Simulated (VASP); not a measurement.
# Be4BrF2 (P4/mmm) in VASP: a series of runs, part 3 of 3

VASP 6.6.1. The steps go on from the part before.

## 6. Single point, PBE (atoms taken out)

INCAR reads:

```
SYSTEM = Be4BrF2
PREC = Accurate ; ENCUT = 520
EDIFF = 1E-7 ; ISMEAR = 0
SIGMA = 0.1 ; LREAL = .FALSE.
LASPH = .TRUE. ; NELM = 80
ALGO = Normal ; ISIF = 2
LWAVE = .FALSE. ; LCHARG = .FALSE.
GGA = PE ; NBANDS = 24
```

KPOINTS reads:

```
Automatic mesh
0
G
  8 8 14
  0 0 0
```

POSCAR reads:

```
Be4BrF2
1.0
    5.6946299086      0.0000000000      0.0000000000
    0.0000000000      5.6946299086      0.0000000000
    0.0000000000      0.0000000000      2.8473154648
Be Br F
4 1 2
Direct
    0.1954845486      0.8045154514      0.0000000000
    0.1954845486      0.1954845486      0.0000000000
    0.8045154514      0.8045154514      0.0000000000
    0.8045154514      0.1954845486      0.0000000000
    0.5000000000      0.5000000000      0.5000000000
    0.5000000000      0.0000000000      0.5000000000
    0.0000000000      0.5000000000      0.5000000000
```

Potentials or basis: VASP PAW PBE potentials, release 64 (Be, Br, F).

Started as:

```console
> cat potpaw_PBE.64/Be/POTCAR potpaw_PBE.64/Br/POTCAR potpaw_PBE.64/F/POTCAR > POTCAR
> mpirun -np 1 vasp_std > vasp.out
```

OUTCAR:

```text
SYSTEM = Be4BrF2
   PREC = Accurate
   ENCUT = 520
   EDIFF = 1E-7
   ISMEAR = 0
   LREAL = .FALSE.
   LASPH = .TRUE.
   NELM = 80
   ISIF = 2
   GGA = PE

 ion  position               nearest neighbor table
   1  0.195  0.805  0.000-   2 2.23   3 2.23
   2  0.195  0.195  0.000-   1 2.23   4 2.23
   3  0.805  0.805  0.000-   1 2.23   4 2.23
   4  0.805  0.195  0.000-   2 2.23   3 2.23
   5  0.500  0.500  0.500-
   6  0.500  0.000  0.500-
   7  0.000  0.500  0.500-

  LATTYP: Found a simple tetragonal cell.
 ALAT       =     5.6946299086
 C/A-ratio  =     0.5000000896

  Lattice vectors:

 A1 = (   5.6946299086,   0.0000000000,   0.0000000000)
 A2 = (   0.0000000000,   5.6946299086,   0.0000000000)
 A3 = (   0.0000000000,   0.0000000000,   2.8473154648)

Analysis of symmetry for initial positions (statically):
=====================================================================
 Subroutine PRICEL returns:
 Original cell was already a primitive cell.

 Routine SETGRP: Setting up the symmetry group for a
 simple tetragonal supercell.

 Subroutine GETGRP returns: Found 16 space group operations
 (whereof 16 operations were pure point group operations)
 out of a pool of 16 trial point group operations.

The static configuration has the point symmetry D_4h.

Analysis of symmetry for dynamics (positions and initial velocities):
=====================================================================
 Subroutine PRICEL returns:
 Original cell was already a primitive cell.

 Routine SETGRP: Setting up the symmetry group for a
 simple tetragonal supercell.

 Subroutine GETGRP returns: Found 16 space group operations
 (whereof 16 operations were pure point group operations)
 out of a pool of 16 trial point group operations.

The dynamic configuration has the point symmetry D_4h.

 Subroutine INISYM returns: Found 16 space group operations
 (whereof 16 operations are pure point group operations),
 and found     1 'primitive' translations

----------------------------------------------------------------------------------------

                                     Primitive cell

  volume of cell :      92.3351

  direct lattice vectors                    reciprocal lattice vectors
     5.694629909  0.000000000  0.000000000     0.175604037  0.000000000  0.000000000
     0.000000000  5.694629909  0.000000000     0.000000000  0.175604037  0.000000000
     0.000000000  0.000000000  2.847315465     0.000000000  0.000000000  0.351208011

  length of vectors
     5.694629909  5.694629909  2.847315465     0.175604037  0.175604037  0.351208011

  position of ions in fractional coordinates (direct lattice)
     0.195484549  0.804515451  0.000000000
     0.195484549  0.195484549  0.000000000
     0.804515451  0.804515451  0.000000000
     0.804515451  0.195484549  0.000000000
     0.500000000  0.500000000  0.500000000
     0.500000000  0.000000000  0.500000000
     0.000000000  0.500000000  0.500000000

  ion indices of the primitive-cell ions
   primitive index   ion index
                 1           1
                 2           2
[... 31 lines left out ...]

 Following reciprocal coordinates:
            Coordinates               Weight
  0.000000  0.000000  0.000000      1.000000
  0.125000  0.000000  0.000000      4.000000
  0.250000  0.000000  0.000000      4.000000
  0.375000  0.000000  0.000000      4.000000
  0.500000  0.000000  0.000000      2.000000
  0.125000  0.125000  0.000000      4.000000
[... 16 lines left out ...]
  0.375000  0.125000  0.071429     16.000000
  0.500000  0.125000  0.071429      8.000000
 [... further k-points ...]
   k-points           NKPTS =    120   k-points in BZ     NKDIM =    120   number of bands    NBANDS=     24
   number of dos      NEDOS =    301   number of ions     NIONS =      7
   total plane-waves  NPLWV =  42336
   dimension x,y,z NGX =    42 NGY =   42 NGZ =   24
   dimension x,y,z NGXF=    84 NGYF=   84 NGZF=   48
   ions per type =               4   1   2
   NGX,Y,Z   is equivalent  to a cutoff of  12.26, 12.26, 14.01 a.u.
   NGXF,Y,Z  is equivalent  to a cutoff of  24.52, 24.52, 28.03 a.u.
 SYSTEM =  Be4BrF2
   PREC   = accura    normal or accurate (medium, high low for compatibility)
   ISTART =      0    job   : 0-new  1-cont  2-samecut
   ICHARG =      2    charge: 1-file 2-atom 10-const
   ISPIN  =      1    spin polarized calculation?
   LNONCOLLINEAR =      F non collinear calculations
   LSORBIT =      F    spin-orbit coupling
   LASPH  =      T    aspherical Exc in radial PAW
   ENCUT  =  520.0 eV  38.22 Ry    6.18 a.u.  10.59 10.59  5.29*2*pi/ulx,y,z
   NELM   =     80;   NELMIN=  2; NELMDL= -5     # of ELM steps
   EDIFF  = 0.1E-06   stopping-criterion for ELM
   LREAL  =      F    real-space projection
   EDIFFG = 0.1E-05   stopping-criterion for IOM
   NSW    =      0    number of steps for IOM
   IBRION =     -1    ionic relax: 0-MD 1-quasi-New 2-CG
   NFREE  =      0    steps in history (QN), initial steepest desc. (CG)
   ISIF   =      2    stress and relaxation
   ISYM   =      2    0-nonsym 1-usesym 2-fastsym
   POTIM  = 0.5000    time-step for ionic-motion
   TEBEG  =    0.0;   TEEND  =   0.0 temperature during run
   PSTRESS=    0.0 pullay stress
   NELECT =      29.0000    total number of electrons
   NUPDOWN=      -1.0000    fix difference up-down
   EMIN   =  10.00;   EMAX   =-10.00  energy-range for DOS
   EFERMI =   0.00;   METHOD = LEGACY
   ISMEAR =     0;   SIGMA  =   0.10  broadening in eV -4-tet -1-fermi 0-gaus
   EFERMI_NEDOS =   21; number of points for ismear=-14 and -15
   IALGO  =     38    algorithm
   IMIX   =      4    mixing-type and parameters
     AMIX     =   0.40;   BMIX     =  1.00
     AMIX_MAG =   1.60;   BMIX_MAG =  1.00
  volume/ion in A,a.u.               =      13.19        89.02
  Fermi-wavevector in a.u.,A,eV,Ry     =   1.112804  2.102894 16.848536  1.238332
  Thomas-Fermi vector in A             =   2.249382
   LORBIT       =      0    0 simple, 1 ext, 2 COOP (PROOUT), +10 PAW based schemes
   GGA     = PE    functional components
   LHFCALC =     F    Hartree Fock is set to
   AEXX    =    0.0000 exact exchange contribution
   IVDW    =     0    specifies the selected vdW correction
   LEPSILON=     F    determine dielectric tensor
   LRPA    =     F    only Hartree local field effects (RPA)
 non-spin polarized calculation
 Gauss-broadening in eV      SIGMA  =   0.10
  energy-cutoff  :      520.00
  volume of cell :       92.34
 maximum number of plane-waves:      2520
   NGX = 21   NGY = 21   NGZ = 11

 number of electron      28.9999994 magnetization

 Free energy of the ion-electron system (eV)
  ---------------------------------------------------
  ext. energy  EPLUGINS =         0.00000000
  ---------------------------------------------------
  free energy    TOTEN  =       -18.61925977 eV

  energy without entropy =      -18.60909958  energy(sigma->0) =      -18.61417967

 E-fermi :   4.0712     XC(G=0):  -9.5397

 val. band max:        4.0704735044   @ k =   0.2500   0.0000   0.2857
 cond. band min:       4.1082649082   @ k =   0.0000   0.0000   0.0714
 fundamental gap:      0.0377914038
 Fermi energy:         4.0712302665

 k-point     1 :       0.0000    0.0000    0.0000
  band No.  band energies     occupation
      1     -19.6504      2.00000
      2     -19.6005      2.00000
      3     -13.0716      2.00000
      4      -3.7078      2.00000
      5      -3.7078      2.00000
      6      -2.1270      2.00000
[... 637 lines left out ...]
     23      11.4563      0.00000
     24      11.6147      0.00000

 [... further k-points ...]

------------------------ aborting loop because EDIFF is reached ----------------------------------------

  FORCE on cell =-STRESS in cart. coord.  units (eV):
  Direction    XX          YY          ZZ          XY          YZ          ZX
  --------------------------------------------------------------------------------------
  -------------------------------------------------------------------------------------
  Total       -0.0496872     -0.0496872     -0.0882814      0.0000000      0.0000000      0.0000000
  in kB       -0.8621606     -0.8621606     -1.5318397      0.0000000      0.0000000      0.0000000
  external PRESSURE =      -1.0853870 kB  Pullay stress =       0.0000000 kB

 VOLUME and BASIS-vectors are now :
 -----------------------------------------------------------------------------
  energy-cutoff  :      520.00
  volume of cell :       92.34
      direct lattice vectors                 reciprocal lattice vectors
     5.694629909  0.000000000  0.000000000     0.175604037  0.000000000  0.000000000
     0.000000000  5.694629909  0.000000000     0.000000000  0.175604037  0.000000000
     0.000000000  0.000000000  2.847315465     0.000000000  0.000000000  0.351208011

 POSITION                                       TOTAL-FORCE (eV/Angst)
 -----------------------------------------------------------------------------------
      1.11321      4.58142      0.00000         0.001365     -0.001365      0.000000
      1.11321      1.11321      0.00000         0.001365      0.001365      0.000000
      4.58142      4.58142      0.00000        -0.001365     -0.001365      0.000000
      4.58142      1.11321      0.00000        -0.001365      0.001365     -0.000000
      2.84731      2.84731      1.42366         0.000000      0.000000      0.000000
      2.84731      0.00000      1.42366         0.000000      0.000000      0.000000
      0.00000      2.84731      1.42366         0.000000      0.000000      0.000000
 -----------------------------------------------------------------------------------
    total drift:                                0.000000     -0.000000      0.000000

  FREE ENERGIE OF THE ION-ELECTRON SYSTEM (eV)
  ---------------------------------------------------
  free  energy   TOTEN  =       -18.6192597667 eV

  energy  without entropy=      -18.6090995797  energy(sigma->0) =      -18.61417967
```

Run time: 1.8 min. Hardware: 1 thread of Intel Xeon 6975P-C (Granite Rapids), shared host; peak memory 0.35 GiB.

Results:

```
Free energy            : -18.6193 eV
Pressure               : -0.1 GPa
Band gap on the k mesh : zero (an odd number of electrons rules out a gap without spin polarisation)
```

Caveat: the cell differs from its parent crystal (atoms taken out); an odd number of electrons without spin polarisation forces a metal; a magnetic or distorted state may lie lower.

## 7. Single point, PBE, collinear spin (atoms taken out)

INCAR reads:

```
SYSTEM = Be4BrF2
ALGO     = Normal         ! electronic algorithm
EDIFF    = 1E-6           ! SCF threshold, eV
ENCUT    = 520            ! plane-wave cutoff, eV
GGA      = PE             ! functional
ISIF     = 2              ! what is computed and relaxed
ISMEAR   = 0              ! smearing method
ISPIN    = 2              ! spin polarisation
LASPH    = .True.         ! aspherical terms in the spheres
LCHARG   = .False.        ! write CHGCAR
LORBIT   = 11             ! projections on sites
LREAL    = .False.        ! projectors in reciprocal space
LWAVE    = .False.        ! write WAVECAR
MAGMOM   = 0 0 0 0 0 1 1  ! initial moments
NBANDS   = 28             ! bands
NELM     = 150            ! most SCF steps
PREC     = Accurate       ! precision mode
SIGMA    = 0.1            ! smearing width, eV
```

KPOINTS reads:

```
k-points
0
Gamma
  4 4 6
  0 0 0
```

POSCAR reads:

```
Be4BrF2
1.0
    5.6840277456      0.0000000000      0.0000000000
    0.0000000000      5.6840277456      0.0000000000
    0.0000000000      0.0000000000      2.8532309654
Be Br F
4 1 2
Direct
    0.1960164907      0.8039835093      0.0000000000
    0.1960164907      0.1960164907      0.0000000000
    0.8039835093      0.8039835093      0.0000000000
    0.8039835093      0.1960164907      0.0000000000
    0.5000000000      0.5000000000      0.5000000000
    0.5000000000      0.0000000000      0.5000000000
    0.0000000000      0.5000000000      0.5000000000
```

Started as:

```console
> cat potpaw_PBE.64/Be/POTCAR potpaw_PBE.64/Br/POTCAR potpaw_PBE.64/F/POTCAR > POTCAR
> mpirun -np 1 vasp_std > vasp.out
```

It took 52 s on 1 thread of Intel Xeon 6975P-C (Granite Rapids), shared host; peak memory 0.28 GiB.

Results (log left out):

| Quantity | Value |
| --- | --- |
| Free energy | -18.6027 eV |
| Pressure | 0.0 GPa |
| Largest force | 0.021 eV/Å |
| Net moment | 0.00 μB per cell |
| Valence electrons inside the program's atomic spheres | Be 0.70; Br 4.90; F 6.01 |

Forces on the atoms (eV/Å):
```
Be   0.015 -0.015  0.000
Be   0.015  0.015  0.000
Be  -0.015 -0.015  0.000
Be  -0.015  0.015  0.000
Br   0.000  0.000  0.000
F    0.000  0.000  0.000
F    0.000  0.000  0.000
```

Levels at points of the mesh, in eV from the Fermi level:
Spin up:
```csv
k point,band 13,band 14,band 15,band 16,band 17,band 18
"(0.00, 0.00, 0.00)",-0.41,-0.17,-0.14,0.20,0.20,0.29
"(0.50, 0.00, 0.00)",-2.53,-0.51,-0.44,1.41,2.40,2.67
"(0.50, 0.50, 0.00)",-1.52,-1.52,-0.46,1.41,1.49,2.88
"(0.00, 0.00, 0.50)",-2.33,-1.73,-0.11,-0.11,1.54,1.54
"(0.50, 0.00, 0.50)",-2.55,-0.28,0.35,0.68,1.13,1.35
"(0.50, 0.50, 0.50)",-3.11,-0.10,0.78,0.78,1.85,1.85
```
Spin down:
```tsv
k point	band 11	band 12	band 13	band 14	band 15	band 16	band 17	band 18	band 19	band 20
(0.00, 0.00, 0.00)	-3.39	-3.39	-0.41	-0.17	-0.14	0.20	0.20	0.29	5.14	5.14
(0.50, 0.00, 0.00)	-4.33	-3.48	-2.53	-0.51	-0.44	1.41	2.40	2.67	3.30	3.99
(0.50, 0.50, 0.00)	-4.43	-3.43	-1.52	-1.52	-0.46	1.41	1.49	2.88	4.75	4.75
(0.00, 0.00, 0.50)	-2.48	-2.48	-2.33	-1.73	-0.11	-0.11	1.54	1.54	2.16	2.88
(0.50, 0.00, 0.50)	-3.82	-2.74	-2.55	-0.28	0.35	0.68	1.13	1.35	1.55	1.56
(0.50, 0.50, 0.50)	-4.12	-4.12	-3.11	-0.10	0.78	0.78	1.85	1.85	1.97	2.94
```

Caveat: the k points lie up to 0.37 Å⁻¹ apart; the cell differs from its parent crystal (atoms taken out).

## 8. Overview

| task | spin | cell | k mesh | cutoff (eV) | gap on the mesh (eV) | pressure (GPa) | moment (μB) | largest force (eV/Å) |
| --- | --- | --- | --- | --- | --- | --- | --- | --- |
| single point | off | a = 4.630, b = 4.630, c = 2.315 Å, 7 atoms, atomic positions A | 4 × 4 × 8 | 520 | none | 127.5 | - | 4.09 |
| single point | off | a = 5.684, b = 5.684, c = 2.853 Å, 7 atoms, atomic positions B | 4 × 4 × 8 | 520 | none | -0.1 | - | - |
| relaxation of cell and atoms | off | relaxed from a = 4.630, b = 4.630, c = 2.315 Å, 7 atoms, atomic positions A | 4 × 4 × 8 | 600 | none | -0.1 | - | 0.03 |
| single point | collinear | a = 4.630, b = 4.630, c = 2.315 Å, 7 atoms, atomic positions A | 4 × 4 × 8 | 520 | none | 127.4 | 0.31 | 4.09 |
| single point | off | a = 5.695, b = 5.695, c = 2.847 Å, 7 atoms, atomic positions C | 8 × 8 × 14 | 520 | none | -0.1 | - | - |
| single point | collinear | a = 5.684, b = 5.684, c = 2.853 Å, 7 atoms, atomic positions B | 4 × 4 × 6 | 520 | none | 0.0 | 0.00 | 0.02 |

Alike in all rows: level PBE; potentials or basis VASP PAW PBE potentials, release 64 (Be, Br, F); smearing gaussian 0.1 eV.

Caveats: some runs use coarse meshes; an odd number of electrons without spin polarisation forces a metal (at least some runs); a magnetic or distorted state may lie lower (at least some runs); the stress differs along the axes, from 115 to 152 GPa (at least some runs); a moment this small can come from the mesh or the smearing (at least some runs); forces of over 1 eV/Å act on the atoms, so gaps and moduli don't describe the material at rest (at least some runs).

Total energies depend on the potentials used, so only differences within one code and one set of settings carry meaning.

The gap in the log of VASP goes by the Fermi energy; the results here count the filled bands.